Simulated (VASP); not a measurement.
# PbS in VASP: notebook, part 2 of 2

VASP 6.6.1.

**3. Electric field gradients, PBE (volume scaled by 0.94)**

INCAR

```
SYSTEM = PbS
ALGO = Normal ; EDIFF = 1E-8
ENCUT = 520 ; GGA = PE
ISIF = 2 ; ISMEAR = -1
LASPH = .True. ; LCHARG = .False.
LEFG = .True. ; LREAL = .False.
LWAVE = .False. ; NBANDS = 17
NELM = 100 ; PREC = Accurate
SIGMA = 0.01
```

KPOINTS

```
k-points
0
Gamma
  8 8 8
  0 0 0
```

POSCAR

```
PbS
1.0
    0.0000000000      2.9044728123      2.9044728123
    2.9044728123      0.0000000000      2.9044728123
    2.9044728123      2.9044728123      0.0000000000
Pb S
1 1
Direct
    0.0000000000      0.0000000000      0.0000000000
    0.5000000000      0.5000000000      0.5000000000
```

Potentials or basis: VASP PAW PBE potentials, release 64 (Pb_d, S).

Launch:

```
$ cat potpaw_PBE.64/Pb_d/POTCAR potpaw_PBE.64/S/POTCAR > POTCAR
$ mpirun -np 1 vasp_std > vasp.out
```

OUTCAR:

```text
SYSTEM = PbS
   EDIFF = 1E-8
   ENCUT = 520
   GGA = PE
   ISIF = 2
   ISMEAR = -1
   LASPH = .True.
   LREAL = .False.
   NELM = 100
   PREC = Accurate

 ion  position               nearest neighbor table
   1  0.000  0.000  0.000-   2 2.90   2 2.90   2 2.90   2 2.90   2 2.90   2 2.90
   2  0.500  0.500  0.500-   1 2.90   1 2.90   1 2.90   1 2.90   1 2.90   1 2.90

  LATTYP: Found a face centered cubic cell.
 ALAT       =     5.8089456246

  Lattice vectors:

 A1 = (   0.0000000000,   2.9044728123,   2.9044728123)
 A2 = (   2.9044728123,   0.0000000000,   2.9044728123)
 A3 = (   2.9044728123,   2.9044728123,   0.0000000000)

Analysis of symmetry for initial positions (statically):
=====================================================================
 Subroutine PRICEL returns:
 Original cell was already a primitive cell.

 Routine SETGRP: Setting up the symmetry group for a
 face centered cubic supercell.

 Subroutine GETGRP returns: Found 48 space group operations
 (whereof 48 operations were pure point group operations)
 out of a pool of 48 trial point group operations.

The static configuration has the point symmetry O_h .

Analysis of symmetry for dynamics (positions and initial velocities):
=====================================================================
 Subroutine PRICEL returns:
 Original cell was already a primitive cell.

 Routine SETGRP: Setting up the symmetry group for a
 face centered cubic supercell.

 Subroutine GETGRP returns: Found 48 space group operations
 (whereof 48 operations were pure point group operations)
 out of a pool of 48 trial point group operations.

The dynamic configuration has the point symmetry O_h .

 Subroutine INISYM returns: Found 48 space group operations
 (whereof 48 operations are pure point group operations),
 and found     1 'primitive' translations

----------------------------------------------------------------------------------------

                                     Primitive cell

  volume of cell :      49.0040

  direct lattice vectors                    reciprocal lattice vectors
     0.000000000  2.904472812  2.904472812    -0.172148280  0.172148280  0.172148280
     2.904472812  0.000000000  2.904472812     0.172148280 -0.172148280  0.172148280
     2.904472812  2.904472812  0.000000000     0.172148280  0.172148280 -0.172148280

  length of vectors
     4.107544843  4.107544843  4.107544843     0.298169568  0.298169568  0.298169568

  position of ions in fractional coordinates (direct lattice)
     0.000000000  0.000000000  0.000000000
     0.500000000  0.500000000  0.500000000

  ion indices of the primitive-cell ions
   primitive index   ion index
                 1           1
                 2           2

----------------------------------------------------------------------------------------

 KPOINTS: k-points

Automatic generation of k-mesh.
 Grid dimensions read from file:
[... 65 lines left out ...]
   EDIFF  = 0.1E-07   stopping-criterion for ELM
   LREAL  =      F    real-space projection
   EDIFFG = 0.1E-06   stopping-criterion for IOM
   NSW    =      0    number of steps for IOM
   IBRION =     -1    ionic relax: 0-MD 1-quasi-New 2-CG
   NFREE  =      0    steps in history (QN), initial steepest desc. (CG)
   ISIF   =      2    stress and relaxation
   ISYM   =      2    0-nonsym 1-usesym 2-fastsym
   POTIM  = 0.5000    time-step for ionic-motion
   TEBEG  =    0.0;   TEEND  =   0.0 temperature during run
   PSTRESS=    0.0 pullay stress
   NELECT =      20.0000    total number of electrons
   NUPDOWN=      -1.0000    fix difference up-down
   EMIN   =  10.00;   EMAX   =-10.00  energy-range for DOS
   EFERMI =   0.00;   METHOD = LEGACY
   ISMEAR =    -1;   SIGMA  =   0.01  broadening in eV -4-tet -1-fermi 0-gaus
   EFERMI_NEDOS =   21; number of points for ismear=-14 and -15
   IALGO  =     38    algorithm
   IMIX   =      4    mixing-type and parameters
     AMIX     =   0.40;   BMIX     =  1.00
     AMIX_MAG =   1.60;   BMIX_MAG =  1.00
  volume/ion in A,a.u.               =      24.50       165.35
  Fermi-wavevector in a.u.,A,eV,Ry     =   1.214342  2.294773 20.063496  1.474625
  Thomas-Fermi vector in A             =   2.349764
   LORBIT       =      0    0 simple, 1 ext, 2 COOP (PROOUT), +10 PAW based schemes
   GGA     = PE    functional components
   LHFCALC =     F    Hartree Fock is set to
   AEXX    =    0.0000 exact exchange contribution
   IVDW    =     0    specifies the selected vdW correction
   LEPSILON=     F    determine dielectric tensor
   LRPA    =     F    only Hartree local field effects (RPA)
 non-spin polarized calculation
  energy-cutoff  :      520.00
  volume of cell :       49.00
 maximum number of plane-waves:      1363
   NGX = 15   NGY = 15   NGZ = 15

 number of electron      20.0000001 magnetization

 Free energy of the ion-electron system (eV)
  ---------------------------------------------------
  ext. energy  EPLUGINS =         0.00000000
  ---------------------------------------------------
  free energy    TOTEN  =        -8.67040930 eV

  energy without entropy =       -8.67040126  energy(sigma->0) =       -8.67040528

 E-fermi :   6.8159     XC(G=0):  -9.9806

 val. band max:        6.7605533376   @ k =   0.5000   0.0000   0.0000
 cond. band min:       6.8712442575   @ k =   0.5000   0.0000   0.0000
 fundamental gap:      0.1106909199
 Fermi energy:         6.8158987947

 k-point     1 :       0.0000    0.0000    0.0000
  band No.  band energies     occupation
      1     -10.2653      2.00000
      2     -10.2653      2.00000
      3     -10.2653      2.00000
      4     -10.2506      2.00000
      5     -10.2506      2.00000
      6      -7.5132      2.00000
[... 457 lines left out ...]
      4     -10.2294      2.00000
      5     -10.2021      2.00000
      6      -5.8272      2.00000
[... 9 lines left out ...]
     16      17.5762      0.00000
     17      17.9354      0.00000

 [... further k-points ...]
[... 5 lines left out ...]
  --------------------------------------------------------------------------------------
  -------------------------------------------------------------------------------------
  Total        2.0156617      2.0156617      2.0156617      0.0000000     -0.0000000     -0.0000000
  in kB       65.9016482     65.9016482     65.9016482      0.0000000     -0.0000000     -0.0000000
  external PRESSURE =      65.9016482 kB  Pullay stress =       0.0000000 kB

 VOLUME and BASIS-vectors are now :
 -----------------------------------------------------------------------------
  energy-cutoff  :      520.00
  volume of cell :       49.00
      direct lattice vectors                 reciprocal lattice vectors
     0.000000000  2.904472812  2.904472812    -0.172148280  0.172148280  0.172148280
     2.904472812  0.000000000  2.904472812     0.172148280 -0.172148280  0.172148280
     2.904472812  2.904472812  0.000000000     0.172148280  0.172148280 -0.172148280

 POSITION                                       TOTAL-FORCE (eV/Angst)
 -----------------------------------------------------------------------------------
      0.00000      0.00000      0.00000         0.000000      0.000000     -0.000000
      2.90447      2.90447      2.90447        -0.000000     -0.000000      0.000000
 -----------------------------------------------------------------------------------
    total drift:                                0.000000     -0.000000     -0.000000

  FREE ENERGIE OF THE ION-ELECTRON SYSTEM (eV)
  ---------------------------------------------------
  free  energy   TOTEN  =        -8.6704092968 eV

  energy  without entropy=       -8.6704012641  energy(sigma->0) =       -8.67040528

 Electric field gradients (V/A^2)
---------------------------------------------------------------------
 ion       V_xx      V_yy      V_zz      V_xy      V_xz      V_yz
---------------------------------------------------------------------
   1       0.000    -0.000     0.000    -0.000    -0.000    -0.000
   2      -0.000     0.000     0.000    -0.000    -0.000    -0.000
---------------------------------------------------------------------

 Electric field gradients after diagonalization (V/A^2)
 (convention: |V_zz| > |V_xx| > |V_yy|)
----------------------------------------------------------------------
 ion       V_xx      V_yy      V_zz     asymmetry (V_yy - V_xx)/ V_zz
----------------------------------------------------------------------
   1       0.000     0.000    -0.001       0.000
   2       0.000     0.000    -0.000       0.000
----------------------------------------------------------------------

           NMR quadrupolar parameters

 Cq : quadrupolar parameter    Cq=e*Q*V_zz/h
 eta: asymmetry parameters     (V_yy - V_xx)/ V_zz
 Q  : nuclear electric quadrupole moment in mb (millibarn)
----------------------------------------------------------------------
 ion       Cq(MHz)       eta       Q (mb)
----------------------------------------------------------------------
   1      -0.000       0.000       1.000
   2      -0.000       0.000       1.000
----------------------------------------------------------------------
```

stdout:

```text
POSCAR found type information on POSCAR PbS
 POSCAR found :  2 types and       2 ions
 scaLAPACK will be used
 LDA part: xc-table for (Slater+PW92), standard interpolation
 POSCAR, INCAR and KPOINTS ok, starting setup
 FFT: planning ... GRIDC
 FFT: planning ... GRID_SOFT
 FFT: planning ... GRID
 WAVECAR not read
 entering main loop
ion   1

ion   2
```

It took 10 s on 1 thread of Intel Xeon 6975P-C (Granite Rapids), shared host; peak memory 0.18 GiB.

What came out:

```
Free energy            : -8.6704 eV
Pressure               : 6.6 GPa
Band gap on the k mesh : 0.11 eV, direct
```

Levels at points of the mesh, in eV from the valence-band top:
```csv
k point,band 6,band 7,band 8,band 9,band 10,band 11,band 12,band 13,band 14,band 15
"(0.00, 0.00, 0.00)",-14.27,-6.00,-2.58,-2.58,-2.58,5.32,5.32,5.32,6.48,6.48
"(0.50, 0.00, 0.00)",-12.87,-9.33,-2.14,-2.14,0.00,0.11,1.73,1.73,8.65,9.92
"(0.50, 0.50, 0.00)",-12.32,-7.39,-5.84,-3.95,-3.95,3.49,5.71,5.84,5.84,11.14
```

Caveat: without QUAD_EFG the Cq values of the log hold for a quadrupole moment of 1 mb, not for the nuclei; spin-orbit coupling is left out, which moves the levels of the heavy elements. A k mesh can miss the band edges.

**4. Electric field gradients, PBE (volume scaled by 0.94)**

INCAR

```
  ALGO = Normal
  EDIFF = 1E-8
  ENCUT = 520
  GGA = PE
  ISIF = 2
  ISMEAR = -1
  LASPH = True
  LCHARG = False
  LEFG = True
  LREAL = False
  LWAVE = False
  NBANDS = 17
  NELM = 60
  PREC = Accurate
  SIGMA = 0.01
```

KPOINTS

```
k-points
0
Gamma
  8 8 8
```

POSCAR is that of step 3.

Potentials or basis: VASP PAW PBE potentials, release 64 (Pb_d, S).

Launch:

```
$ cat potpaw_PBE.64/Pb_d/POTCAR potpaw_PBE.64/S/POTCAR > POTCAR
$ mpirun -np 1 vasp_std > vasp.out
```

OUTCAR:

```text
EDIFF = 1E-8
   ENCUT = 520
   GGA = PE
   ISIF = 2
   ISMEAR = -1
   LASPH = True
   LREAL = False
   NELM = 60
   PREC = Accurate

 ion  position               nearest neighbor table
   1  0.000  0.000  0.000-   2 2.90   2 2.90   2 2.90   2 2.90   2 2.90   2 2.90
   2  0.500  0.500  0.500-   1 2.90   1 2.90   1 2.90   1 2.90   1 2.90   1 2.90

  LATTYP: Found a face centered cubic cell.
 ALAT       =     5.8089456246

  Lattice vectors:

 A1 = (   0.0000000000,   2.9044728123,   2.9044728123)
 A2 = (   2.9044728123,   0.0000000000,   2.9044728123)
 A3 = (   2.9044728123,   2.9044728123,   0.0000000000)

Analysis of symmetry for initial positions (statically):
=====================================================================
 Subroutine PRICEL returns:
 Original cell was already a primitive cell.

 Routine SETGRP: Setting up the symmetry group for a
 face centered cubic supercell.

 Subroutine GETGRP returns: Found 48 space group operations
 (whereof 48 operations were pure point group operations)
 out of a pool of 48 trial point group operations.

The static configuration has the point symmetry O_h .

Analysis of symmetry for dynamics (positions and initial velocities):
=====================================================================
 Subroutine PRICEL returns:
 Original cell was already a primitive cell.

 Routine SETGRP: Setting up the symmetry group for a
 face centered cubic supercell.

 Subroutine GETGRP returns: Found 48 space group operations
 (whereof 48 operations were pure point group operations)
 out of a pool of 48 trial point group operations.

The dynamic configuration has the point symmetry O_h .

 Subroutine INISYM returns: Found 48 space group operations
 (whereof 48 operations are pure point group operations),
 and found     1 'primitive' translations

----------------------------------------------------------------------------------------

                                     Primitive cell

  volume of cell :      49.0040

  direct lattice vectors                    reciprocal lattice vectors
     0.000000000  2.904472812  2.904472812    -0.172148280  0.172148280  0.172148280
     2.904472812  0.000000000  2.904472812     0.172148280 -0.172148280  0.172148280
     2.904472812  2.904472812  0.000000000     0.172148280  0.172148280 -0.172148280

  length of vectors
     4.107544843  4.107544843  4.107544843     0.298169568  0.298169568  0.298169568

  position of ions in fractional coordinates (direct lattice)
     0.000000000  0.000000000  0.000000000
     0.500000000  0.500000000  0.500000000

  ion indices of the primitive-cell ions
   primitive index   ion index
                 1           1
                 2           2

----------------------------------------------------------------------------------------

 KPOINTS: k-points

Automatic generation of k-mesh.
 Grid dimensions read from file:
 generate k-points for:    8    8    8
[... 64 lines left out ...]
   EDIFF  = 0.1E-07   stopping-criterion for ELM
   LREAL  =      F    real-space projection
   EDIFFG = 0.1E-06   stopping-criterion for IOM
   NSW    =      0    number of steps for IOM
   IBRION =     -1    ionic relax: 0-MD 1-quasi-New 2-CG
   NFREE  =      0    steps in history (QN), initial steepest desc. (CG)
   ISIF   =      2    stress and relaxation
   ISYM   =      2    0-nonsym 1-usesym 2-fastsym
   POTIM  = 0.5000    time-step for ionic-motion
   TEBEG  =    0.0;   TEEND  =   0.0 temperature during run
   PSTRESS=    0.0 pullay stress
   NELECT =      20.0000    total number of electrons
   NUPDOWN=      -1.0000    fix difference up-down
   EMIN   =  10.00;   EMAX   =-10.00  energy-range for DOS
   EFERMI =   0.00;   METHOD = LEGACY
   ISMEAR =    -1;   SIGMA  =   0.01  broadening in eV -4-tet -1-fermi 0-gaus
   EFERMI_NEDOS =   21; number of points for ismear=-14 and -15
   IALGO  =     38    algorithm
   IMIX   =      4    mixing-type and parameters
     AMIX     =   0.40;   BMIX     =  1.00
     AMIX_MAG =   1.60;   BMIX_MAG =  1.00
  volume/ion in A,a.u.               =      24.50       165.35
  Fermi-wavevector in a.u.,A,eV,Ry     =   1.214342  2.294773 20.063496  1.474625
  Thomas-Fermi vector in A             =   2.349764
   LORBIT       =      0    0 simple, 1 ext, 2 COOP (PROOUT), +10 PAW based schemes
   GGA     = PE    functional components
   LHFCALC =     F    Hartree Fock is set to
   AEXX    =    0.0000 exact exchange contribution
   IVDW    =     0    specifies the selected vdW correction
   LEPSILON=     F    determine dielectric tensor
   LRPA    =     F    only Hartree local field effects (RPA)
 non-spin polarized calculation
  energy-cutoff  :      520.00
  volume of cell :       49.00
 maximum number of plane-waves:      1363
   NGX = 15   NGY = 15   NGZ = 15

 number of electron      20.0000001 magnetization

 Free energy of the ion-electron system (eV)
  ---------------------------------------------------
  ext. energy  EPLUGINS =         0.00000000
  ---------------------------------------------------
  free energy    TOTEN  =        -8.67040930 eV

  energy without entropy =       -8.67040126  energy(sigma->0) =       -8.67040528

 E-fermi :   6.8159     XC(G=0):  -9.9806

 val. band max:        6.7605533376   @ k =   0.5000   0.0000   0.0000
 cond. band min:       6.8712442575   @ k =   0.5000   0.0000   0.0000
 fundamental gap:      0.1106909199
 Fermi energy:         6.8158987947

 k-point     1 :       0.0000    0.0000    0.0000
  band No.  band energies     occupation
      1     -10.2653      2.00000
      2     -10.2653      2.00000
      3     -10.2653      2.00000
      4     -10.2506      2.00000
      5     -10.2506      2.00000
      6      -7.5132      2.00000
[... 457 lines left out ...]
      4     -10.2294      2.00000
      5     -10.2021      2.00000
      6      -5.8272      2.00000
[... 9 lines left out ...]
     16      17.5762      0.00000
     17      17.9354      0.00000

 [... further k-points ...]
[... 5 lines left out ...]
  --------------------------------------------------------------------------------------
  -------------------------------------------------------------------------------------
  Total        2.0156617      2.0156617      2.0156617      0.0000000     -0.0000000     -0.0000000
  in kB       65.9016482     65.9016482     65.9016482      0.0000000     -0.0000000     -0.0000000
  external PRESSURE =      65.9016482 kB  Pullay stress =       0.0000000 kB

 VOLUME and BASIS-vectors are now :
 -----------------------------------------------------------------------------
  energy-cutoff  :      520.00
  volume of cell :       49.00
      direct lattice vectors                 reciprocal lattice vectors
     0.000000000  2.904472812  2.904472812    -0.172148280  0.172148280  0.172148280
     2.904472812  0.000000000  2.904472812     0.172148280 -0.172148280  0.172148280
     2.904472812  2.904472812  0.000000000     0.172148280  0.172148280 -0.172148280

 POSITION                                       TOTAL-FORCE (eV/Angst)
 -----------------------------------------------------------------------------------
      0.00000      0.00000      0.00000         0.000000      0.000000     -0.000000
      2.90447      2.90447      2.90447        -0.000000     -0.000000      0.000000
 -----------------------------------------------------------------------------------
    total drift:                                0.000000     -0.000000     -0.000000

  FREE ENERGIE OF THE ION-ELECTRON SYSTEM (eV)
  ---------------------------------------------------
  free  energy   TOTEN  =        -8.6704092968 eV

  energy  without entropy=       -8.6704012641  energy(sigma->0) =       -8.67040528

 Electric field gradients (V/A^2)
---------------------------------------------------------------------
 ion       V_xx      V_yy      V_zz      V_xy      V_xz      V_yz
---------------------------------------------------------------------
   1       0.000    -0.000     0.000    -0.000    -0.000    -0.000
   2      -0.000     0.000     0.000    -0.000    -0.000    -0.000
---------------------------------------------------------------------

 Electric field gradients after diagonalization (V/A^2)
 (convention: |V_zz| > |V_xx| > |V_yy|)
----------------------------------------------------------------------
 ion       V_xx      V_yy      V_zz     asymmetry (V_yy - V_xx)/ V_zz
----------------------------------------------------------------------
   1       0.000     0.000    -0.001       0.000
   2       0.000     0.000    -0.000       0.000
----------------------------------------------------------------------

           NMR quadrupolar parameters

 Cq : quadrupolar parameter    Cq=e*Q*V_zz/h
 eta: asymmetry parameters     (V_yy - V_xx)/ V_zz
 Q  : nuclear electric quadrupole moment in mb (millibarn)
----------------------------------------------------------------------
 ion       Cq(MHz)       eta       Q (mb)
----------------------------------------------------------------------
   1      -0.000       0.000       1.000
   2      -0.000       0.000       1.000
----------------------------------------------------------------------
```

stdout:

```text
POSCAR found type information on POSCAR PbS
 POSCAR found :  2 types and       2 ions
 scaLAPACK will be used
 LDA part: xc-table for (Slater+PW92), standard interpolation
 POSCAR, INCAR and KPOINTS ok, starting setup
 FFT: planning ... GRIDC
 FFT: planning ... GRID_SOFT
 FFT: planning ... GRID
 WAVECAR not read
 entering main loop
ion   1

ion   2
```

Run time: 10 s. Hardware: 1 thread of Intel Xeon 6975P-C (Granite Rapids), shared host; peak memory 0.18 GiB.

Results:

* Free energy: -8.6704 eV
* Pressure: 6.6 GPa
* Band gap on the k mesh: 0.11 eV, direct

Levels at points of the mesh, in eV from the valence-band top:
```
           k point  band 6  band 7  band 8  band 9  band 10  band 11  band 12  band 13  band 14  band 15
(0.00, 0.00, 0.00)  -14.27   -6.00   -2.58   -2.58    -2.58     5.32     5.32     5.32     6.48     6.48
(0.50, 0.00, 0.00)  -12.87   -9.33   -2.14   -2.14     0.00     0.11     1.73     1.73     8.65     9.92
(0.50, 0.50, 0.00)  -12.32   -7.39   -5.84   -3.95    -3.95     3.49     5.71     5.84     5.84    11.14
```

Caveat: without QUAD_EFG the Cq values of the log hold for a quadrupole moment of 1 mb, not for the nuclei; spin-orbit coupling is left out, which moves the levels of the heavy elements.
